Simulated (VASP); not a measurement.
## Hf: electric field gradients with PBE

Hf:

```
Hf
1.0
    -1.75085    1.80500    1.80500
     1.80500   -1.75085    1.80500
     1.80500    1.80500   -1.75085
Hf
1
Direct
  0.00000 0.00000 0.00000
```

This cell differs from its parent crystal: equal xy, yz and zx shear strains of +3 %.

```
Program                : VASP 6.6.1
Task                   : electric field gradients
Functional             : PBE
Potentials or basis    : VASP PAW PBE potentials, release 64 (Hf_pv)
Cutoff                 : 520 eV
k mesh                 : 14 × 14 × 14
Occupations            : fermi-dirac, width 0.05 eV
Spin                   : no spin polarisation
Dipole correction      : no
Further INCAR settings : ALGO = Normal; EDIFF = 1e-08; NBANDS = 11
```

| Item | Value |
| --- | --- |
| Pressure | -5.2 GPa |
| Band gap on the k mesh | zero (bands 5 and 6 overlap by 1.94 eV) |
| Largest electric field gradient by atom | Hf -51.8 V/Å² |

Stress tensor (GPa, compression positive):
```
-5.18 -1.48 -1.48
-1.48 -5.18 -1.48
-1.48 -1.48 -5.18
```

Levels at points of the mesh, in eV from the Fermi level:
```tsv
k point	band 3	band 4	band 5	band 6	band 7	band 8
(0.00, 0.00, 0.00)	-30.00	-6.87	1.26	1.26	1.90	4.18
(0.50, 0.00, 0.00)	-30.01	-3.27	-0.46	0.73	4.10	5.06
(0.50, 0.50, 0.00)	-30.03	-3.16	-0.37	1.08	3.81	4.70
(0.50, 0.50, 0.50)	-30.44	-2.36	-2.36	5.88	6.66	6.66
```

Electric field gradients, principal values (V/Å²):
```tsv
atom	least	middle	greatest (by size)
1 Hf	25.911	25.911	-51.822
```

Wall time 85 s on 1 thread of Intel Xeon 8259CL, on a shared host, peak memory 0.2 GiB.

Caveat: the cell differs from its parent crystal (equal xy, yz and zx shear strains of +3 %); the cell stands under tension; without QUAD_EFG the Cq values of the log hold for a quadrupole moment of 1 mb, not for the nuclei; spin-orbit coupling is left out, which moves the levels of the heavy elements.
